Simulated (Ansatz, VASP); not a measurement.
# Two plane-wave programs on CuP

```
Cu P
1.0
     3.70333    0.00000    0.00000
    -1.85167    3.20718    0.00000
     0.00000    0.00000    2.51961
Cu P
1 1
Direct
  0.00000 0.00000 0.00000
  0.66667 0.33333 0.50000
```

Alike in both runs: functional PBE; k mesh 6 × 6 × 6; occupations gaussian, width 0.1 eV; no spin polarisation.

Ansatz relaxed the structure, and its values are those at the end. VASP's run is a single point on that final structure, the one shown.

|  | VASP | Ansatz |
| --- | --- | --- |
| version | VASP 6.6.1 | Ansatz 0.2.0 |
| potentials or method | VASP PAW PBE potentials, release 64 (Cu, P), cutoff 520 eV | scalar-relativistic, plane waves, PAW |
| valence electrons in the cell | 16 | 24 |

```tsv
	VASP	Ansatz	Ansatz less VASP
gap on the k mesh at the Fermi level (eV)	none	none	-
pressure (GPa)	0.0	0.0	+0.01
```

A gap of «none» marks a metal or a gap that the smearing closes. The functional is the same, so the differences come from potentials, cutoffs and numerics. VASP's potentials hold 16 valence electrons a cell and Ansatz's 24, so a difference there can come from the potentials and not from the codes.

The k mesh is coarse, so the values compare programs but aren't converged.
